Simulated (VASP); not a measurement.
# CdS (Greenockite) (P6_3mc) in VASP: a series of runs

The runs below take CdS (Greenockite) through single point, with PBE, LDA.

All numbers are computed with VASP 6.6.1; they aren't measurements. Logs are shortened: lines on timing, memory, paths and dates and some standing lists are left out, and cuts for length are marked.

## 1. The cell of the first run

It takes space group P6_3mc (No. 186, hexagonal). Conventional cell: a = 4.165 Å, b = 4.165 Å, c = 6.766 Å, α = 90.00°, β = 90.00°, γ = 120.00°. Within 3.4 Å of Cd (site symmetry 3m) lie 4 S at 2.54 to 2.55 Å. S (site symmetry 3m) has 4 Cd at 2.54 to 2.55 Å within 3.4 Å.

## 2. Single point, PBE

INCAR

```
SYSTEM = CdS
PREC     = Accurate       ! precision mode
ENCUT    = 520            ! plane-wave cutoff, eV
EDIFF    = 1E-6           ! SCF threshold, eV
ISMEAR   = 0              ! smearing method
SIGMA    = 0.01           ! smearing width, eV
LREAL    = .False.        ! projectors in reciprocal space
LASPH    = .True.         ! aspherical terms in the spheres
NELM     = 60             ! most SCF steps
ALGO     = Normal         ! electronic algorithm
ISIF     = 2              ! what is computed and relaxed
LWAVE    = .False.        ! write WAVECAR
LCHARG   = .True.         ! write CHGCAR
GGA      = PE             ! functional
LELF     = .True.         ! ELF
LVHAR    = .True.       
NBANDS   = 26             ! bands
```

KPOINTS

```
Automatic mesh
0
Gamma
  6 6 2
  0 0 0
```

POSCAR

```
CdS
1.0
    4.1646212322      0.0000000000      0.0000000000
   -2.0823106161      3.6066677843      0.0000000000
    0.0000000000      0.0000000000      6.7659754265
Cd S
2 2
Direct
    0.3333333333      0.6666666667     -0.0009650882
    0.6666666667      0.3333333333      0.4990349118
    0.3333333333      0.6666666667      0.3759650882
    0.6666666667      0.3333333333      0.8759650882
```

Potentials or basis: VASP PAW PBE potentials, release 64 (Cd, S).

Run with:

```bash
cat potpaw_PBE.64/Cd/POTCAR potpaw_PBE.64/S/POTCAR > POTCAR
mpirun -np 1 vasp_std > vasp.out
```

OUTCAR:

```text
SYSTEM = CdS
   PREC = Accurate
   ENCUT = 520
   EDIFF = 1E-6
   ISMEAR = 0
   LREAL = .False.
   LASPH = .True.
   NELM = 60
   ISIF = 2
   GGA = PE

 ion  position               nearest neighbor table
   1  0.333  0.667  0.999-   4 2.54   4 2.54   4 2.54   3 2.55
   2  0.667  0.333  0.499-   3 2.54   3 2.54   3 2.54   4 2.55
   3  0.333  0.667  0.376-   2 2.54   2 2.54   2 2.54   1 2.55
   4  0.667  0.333  0.876-   1 2.54   1 2.54   1 2.54   2 2.55

  LATTYP: Found a hexagonal cell.
 ALAT       =     4.1646212322
 C/A-ratio  =     1.6246316410

  Lattice vectors:

 A1 = (   4.1646212322,   0.0000000000,   0.0000000000)
 A2 = (  -2.0823106161,   3.6066677843,   0.0000000000)
 A3 = (   0.0000000000,   0.0000000000,   6.7659754265)

Analysis of symmetry for initial positions (statically):
=====================================================================
 Subroutine PRICEL returns:
 Original cell was already a primitive cell.

 Routine SETGRP: Setting up the symmetry group for a
 hexagonal supercell.

 Subroutine GETGRP returns: Found 12 space group operations
 (whereof  6 operations were pure point group operations)
 out of a pool of 24 trial point group operations.

The static configuration has the point symmetry C_3v.
 The point group associated with its full space group is C_6v.

Analysis of symmetry for dynamics (positions and initial velocities):
=====================================================================
 Subroutine PRICEL returns:
 Original cell was already a primitive cell.

 Routine SETGRP: Setting up the symmetry group for a
 hexagonal supercell.

 Subroutine GETGRP returns: Found 12 space group operations
 (whereof  6 operations were pure point group operations)
 out of a pool of 24 trial point group operations.

The dynamic configuration has the point symmetry C_3v.
 The point group associated with its full space group is C_6v.

 Subroutine INISYM returns: Found 12 space group operations
 (whereof  6 operations are pure point group operations),
 and found     1 'primitive' translations

----------------------------------------------------------------------------------------

                                     Primitive cell

  volume of cell :     101.6277

  direct lattice vectors                    reciprocal lattice vectors
     4.164621232  0.000000000  0.000000000     0.240117875  0.138632120  0.000000000
    -2.082310616  3.606667784  0.000000000     0.000000000  0.277264239  0.000000000
     0.000000000  0.000000000  6.765975426     0.000000000  0.000000000  0.147798349
[... 78 lines left out ...]
   LREAL  =      F    real-space projection
   EDIFFG = 0.1E-04   stopping-criterion for IOM
   NSW    =      0    number of steps for IOM
   IBRION =     -1    ionic relax: 0-MD 1-quasi-New 2-CG
   NFREE  =      0    steps in history (QN), initial steepest desc. (CG)
   ISIF   =      2    stress and relaxation
   ISYM   =      2    0-nonsym 1-usesym 2-fastsym
   POTIM  = 0.5000    time-step for ionic-motion
   TEBEG  =    0.0;   TEEND  =   0.0 temperature during run
   PSTRESS=    0.0 pullay stress
   NELECT =      36.0000    total number of electrons
   NUPDOWN=      -1.0000    fix difference up-down
   EMIN   =  10.00;   EMAX   =-10.00  energy-range for DOS
   EFERMI =   0.00;   METHOD = LEGACY
   ISMEAR =     0;   SIGMA  =   0.01  broadening in eV -4-tet -1-fermi 0-gaus
   EFERMI_NEDOS =   21; number of points for ismear=-14 and -15
   IALGO  =     38    algorithm
   IMIX   =      4    mixing-type and parameters
     AMIX     =   0.40;   BMIX     =  1.00
     AMIX_MAG =   1.60;   BMIX_MAG =  1.00
  volume/ion in A,a.u.               =      25.41       171.45
  Fermi-wavevector in a.u.,A,eV,Ry     =   1.158346  2.188957 18.255828  1.341765
  Thomas-Fermi vector in A             =   2.294949
   LORBIT       =      0    0 simple, 1 ext, 2 COOP (PROOUT), +10 PAW based schemes
   GGA     = PE    functional components
   LHFCALC =     F    Hartree Fock is set to
   AEXX    =    0.0000 exact exchange contribution
   IVDW    =     0    specifies the selected vdW correction
   LEPSILON=     F    determine dielectric tensor
   LRPA    =     F    only Hartree local field effects (RPA)
 non-spin polarized calculation
 Gauss-broadening in eV      SIGMA  =   0.01
  energy-cutoff  :      520.00
  volume of cell :      101.63
 maximum number of plane-waves:      2786
 NGX is ok and might be reduce to    32
   NGX = 15   NGY = 15   NGZ = 25

 number of electron      35.9999998 magnetization

 Free energy of the ion-electron system (eV)
  ---------------------------------------------------
  ext. energy  EPLUGINS =         0.00000000
  ---------------------------------------------------
  free energy    TOTEN  =       -12.28044985 eV

  energy without entropy =      -12.28044985  energy(sigma->0) =      -12.28044985

 E-fermi :   1.1912     XC(G=0):  -9.0320

 val. band max:        1.1095115586   @ k =   0.0000   0.0000   0.0000
 cond. band min:       2.2843911286   @ k =   0.0000   0.0000   0.0000
 fundamental gap:      1.1748795700
 Fermi energy:         1.1912136786

 k-point     1 :       0.0000    0.0000    0.0000
  band No.  band energies     occupation
      1     -11.1174      2.00000
      2     -10.7068      2.00000
      3      -6.5130      2.00000
      4      -6.5086      2.00000
      5      -6.5086      2.00000
      6      -6.4292      2.00000
[... 395 lines left out ...]
     25      10.4442      0.00000
     26      10.4442      0.00000

------------------------ aborting loop because EDIFF is reached ----------------------------------------

  FORCE on cell =-STRESS in cart. coord.  units (eV):
  Direction    XX          YY          ZZ          XY          YZ          ZX
  --------------------------------------------------------------------------------------
  -------------------------------------------------------------------------------------
  Total        1.0556596      1.0556596      1.0810471      0.0000000      0.0000000     -0.0000000
  in kB       16.6426472     16.6426472     17.0428861      0.0000000      0.0000000     -0.0000000
  external PRESSURE =      16.7760602 kB  Pullay stress =       0.0000000 kB

 VOLUME and BASIS-vectors are now :
 -----------------------------------------------------------------------------
  energy-cutoff  :      520.00
  volume of cell :      101.63
      direct lattice vectors                 reciprocal lattice vectors
     4.164621232  0.000000000  0.000000000     0.240117875  0.138632120  0.000000000
    -2.082310616  3.606667784  0.000000000     0.000000000  0.277264239  0.000000000
     0.000000000  0.000000000  6.765975426     0.000000000  0.000000000  0.147798349

 POSITION                                       TOTAL-FORCE (eV/Angst)
 -----------------------------------------------------------------------------------
     -0.00000      2.40445      6.75945        -0.000000     -0.000000      0.003378
      2.08231      1.20222      3.37646        -0.000000      0.000000      0.003378
     -0.00000      2.40445      2.54377        -0.000000     -0.000000     -0.003378
      2.08231      1.20222      5.92676         0.000000     -0.000000     -0.003378
 -----------------------------------------------------------------------------------
    total drift:                               -0.000000     -0.000000     -0.001035

  FREE ENERGIE OF THE ION-ELECTRON SYSTEM (eV)
  ---------------------------------------------------
  free  energy   TOTEN  =       -12.2804498517 eV

  energy  without entropy=      -12.2804498517  energy(sigma->0) =      -12.28044985
```

OSZICAR:

```text
N       E                     dE             d eps       ncg     rms          rms(c)
DAV:   1     0.245225350435E+03    0.24523E+03   -0.17259E+04   728   0.126E+03
DAV:   2     0.174076935438E+00   -0.24505E+03   -0.23738E+03   790   0.318E+02
DAV:   3    -0.132287467593E+02   -0.13403E+02   -0.13313E+02   864   0.744E+01
DAV:   4    -0.133716267470E+02   -0.14288E+00   -0.14273E+00   854   0.723E+00
DAV:   5    -0.133737541854E+02   -0.21274E-02   -0.21274E-02   868   0.890E-01    0.109E+01
DAV:   6    -0.123033905899E+02    0.10704E+01   -0.19254E+00   960   0.140E+01    0.866E+00
DAV:   7    -0.122836940878E+02    0.19697E-01   -0.69947E-01   756   0.444E+00    0.397E+00
DAV:   8    -0.122812970718E+02    0.23970E-02   -0.81128E-02   788   0.281E+00    0.520E-01
DAV:   9    -0.122800513525E+02    0.12457E-02   -0.13689E-02   782   0.143E+00    0.148E-01
DAV:  10    -0.122802902860E+02   -0.23893E-03   -0.11690E-03   782   0.334E-01    0.115E-01
DAV:  11    -0.122804562430E+02   -0.16596E-03   -0.29468E-04   792   0.120E-01    0.815E-02
DAV:  12    -0.122804468991E+02    0.93439E-05   -0.14673E-04   776   0.937E-02    0.144E-02
DAV:  13    -0.122804491340E+02   -0.22349E-05   -0.18392E-05   834   0.266E-02    0.673E-03
DAV:  14    -0.122804498517E+02   -0.71767E-06   -0.21842E-06   648   0.128E-02
   1 F= -.12280450E+02 E0= -.12280450E+02  d E =-.160286E-32
```

stdout:

```text
POSCAR found type information on POSCAR CdS
 POSCAR found :  2 types and       4 ions
 scaLAPACK will be used
 LDA part: xc-table for (Slater+PW92), standard interpolation
 POSCAR, INCAR and KPOINTS ok, starting setup
 FFT: planning ... GRIDC
 FFT: planning ... GRID_SOFT
 FFT: planning ... GRID
 WAVECAR not read
 entering main loop
```

Wall time 18 s (1 thread of Intel Xeon 6975P-C (Granite Rapids), shared host); peak memory 0.22 GiB.

What came out:

| Quantity | Value |
| --- | --- |
| Free energy | -12.2804 eV |
| Pressure | 1.7 GPa |
| Largest force | 0.003 eV/Å |
| Band gap on the k mesh | 1.17 eV, direct |

Forces in eV/Å, atoms in the order of the input:
```
Cd   0.000  0.000  0.003
Cd   0.000  0.000  0.003
S    0.000  0.000 -0.003
S    0.000  0.000 -0.003
```

Levels at points of the mesh, in eV from the valence-band top:
```tsv
k point	band 15	band 16	band 17	band 18	band 19	band 20	band 21	band 22
(0.00, 0.00, 0.00)	-0.73	-0.04	0.00	0.00	1.17	2.76	6.48	6.48
(0.50, 0.00, 0.00)	-2.55	-1.81	-1.24	-0.73	3.68	3.88	5.12	6.35
(0.00, 0.00, 0.50)	-0.38	-0.38	-0.38	-0.38	2.81	2.81	6.17	6.17
(0.50, 0.00, 0.50)	-1.30	-1.30	-1.27	-1.27	3.48	3.48	5.37	5.37
```

Caveat: the k points lie up to 0.46 Å⁻¹ apart.

## 3. Single point, PBE

INCAR

```
PREC = Accurate
ENCUT = 520
EDIFF = 1E-6
ISMEAR = 0
SIGMA = 0.01
LREAL = F
LASPH = T
NELM = 100
ALGO = Normal
ISIF = 2
LWAVE = F
LCHARG = T
GGA = PE
LELF = T
LVHAR = T
NBANDS = 26
```

KPOINTS

```
regular mesh
0
Gamma
  6 6 2
```

POSCAR is that of step 2.

Potentials or basis: VASP PAW PBE potentials, release 64 (Cd, S).

Run with:

```bash
cat potpaw_PBE.64/Cd/POTCAR potpaw_PBE.64/S/POTCAR > POTCAR
mpirun -np 1 vasp_std > vasp.out
```

It took 18 s on 1 thread of Intel Xeon 6975P-C (Granite Rapids), shared host; peak memory 0.22 GiB.

The run converged. Its results:

* Free energy: -12.2804 eV
* Pressure: 1.7 GPa
* Largest force: 0.003 eV/Å
* Band gap on the k mesh: 1.17 eV, direct

Forces on the atoms (eV/Å):
```
Cd   0.000  0.000  0.003
Cd   0.000  0.000  0.003
S    0.000  0.000 -0.003
S    0.000  0.000 -0.003
```

Levels at points of the mesh, in eV from the valence-band top:
```csv
k point,band 16,band 17,band 18,band 19,band 20,band 21
"(0.00, 0.00, 0.00)",-0.04,0.00,0.00,1.17,2.76,6.48
"(0.50, 0.00, 0.00)",-1.81,-1.24,-0.73,3.68,3.88,5.12
"(0.00, 0.00, 0.50)",-0.38,-0.38,-0.38,2.81,2.81,6.17
"(0.50, 0.00, 0.50)",-1.30,-1.27,-1.27,3.48,3.48,5.37
```

Caveat: the k points lie up to 0.46 Å⁻¹ apart. Expect the measured gap to be larger: semilocal functionals such as PBE lack the derivative discontinuity.

## 4. Single point, LDA

INCAR

```
SYSTEM = CdS
PREC     = Accurate       ! precision mode
ENCUT    = 520            ! plane-wave cutoff, eV
EDIFF    = 1E-7           ! SCF threshold, eV
ISMEAR   = 0              ! smearing method
SIGMA    = 0.01           ! smearing width, eV
LREAL    = .FALSE.        ! projectors in reciprocal space
LASPH    = .TRUE.         ! aspherical terms in the spheres
NELM     = 60             ! most SCF steps
ALGO     = Normal         ! electronic algorithm
ISIF     = 2              ! what is computed and relaxed
LWAVE    = .FALSE.        ! write WAVECAR
LCHARG   = .FALSE.        ! write CHGCAR
GGA      = CA             ! functional
NBANDS   = 26             ! bands
```

KPOINTS

```
Automatic mesh
0
G
  6 6 2
  0 0 0
```

POSCAR is that of step 3.

Potentials or basis: VASP PAW LDA potentials, release 64 (Cd, S).

Run with:

```bash
cat potpaw_LDA.64/Cd/POTCAR potpaw_LDA.64/S/POTCAR > POTCAR
mpirun -np 1 vasp_std > vasp.out
```

Wall time 15 s (1 thread of Intel Xeon 6975P-C (Granite Rapids), shared host); peak memory 0.19 GiB.

The run converged. Its results:

| Item | Value |
| --- | --- |
| Free energy | -14.7571 eV |
| Pressure | -3.3 GPa |
| Largest force | 0.004 eV/Å |
| Band gap on the k mesh | 0.92 eV, direct |

Forces on the atoms (eV/Å):
```
Cd   0.000  0.000  0.004
Cd   0.000  0.000  0.004
S    0.000  0.000 -0.004
S    0.000  0.000 -0.004
```

Levels at points of the mesh, in eV from the valence-band top:
```
           k point  band 16  band 17  band 18  band 19  band 20  band 21
(0.00, 0.00, 0.00)    -0.04     0.00     0.00     0.92     2.53     6.29
(0.50, 0.00, 0.00)    -1.85    -1.28    -0.75     3.49     3.66     4.91
(0.00, 0.00, 0.50)    -0.39    -0.39    -0.39     2.60     2.60     5.96
(0.50, 0.00, 0.50)    -1.33    -1.31    -1.31     3.25     3.25     5.18
```

Caveat: the k points lie up to 0.46 Å⁻¹ apart.
